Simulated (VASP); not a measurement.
Here is a VASP 6.6.1 calculation.

INCAR

```
SYSTEM = LuAl3Sb4
  ALGO = Normal
  EDIFF = 1E-6
  ENCUT = 520
  GGA = PS
  ISIF = 2
  ISMEAR = -1
  LASPH = .True.
  LCHARG = .False.
  LREAL = .False.
  LWAVE = .False.
  NBANDS = 37
  NELM = 100
  PREC = Accurate
  SIGMA = 0.03
```

KPOINTS

```
k-points
0
Gamma
  4 4 6
  0 0 0
```

Contents of POSCAR:

```
LuAl3Sb4
1.0
    4.1768119127     -5.7734619047      0.0000000000
    4.1768119127      5.7734619047      0.0000000000
    0.0000000000      0.0000000000      4.0188104896
Lu Al Sb
1 3 4
Direct
    0.5000000000      0.5000000000      0.0000000000
    0.0000000000      0.5000000000      0.5000000000
    0.5000000000      0.0000000000      0.5000000000
    0.0000000000      0.0000000000      0.0000000000
    0.2384331098      0.7615668902      0.0000000000
    0.7636315941      0.7636315941      0.5000000000
    0.2363684059      0.2363684059      0.5000000000
    0.7615668902      0.2384331098      0.0000000000
```

Potentials or basis: VASP PAW PBE potentials, release 64 (Lu, Al, Sb).

Launch:

```bash
$ cat potpaw_PBE.64/Lu/POTCAR potpaw_PBE.64/Al/POTCAR potpaw_PBE.64/Sb/POTCAR > POTCAR
$ mpirun -np 1 vasp_std > vasp.out
```

(1) Estimate the pressure.

(2) What does it give for the largest force?

Answers

(1) 0.3 GPa.

(2) 0.003 eV/Å.

Caveat: the PAW data sets were made with another functional, which shifts forces and pressure a little.
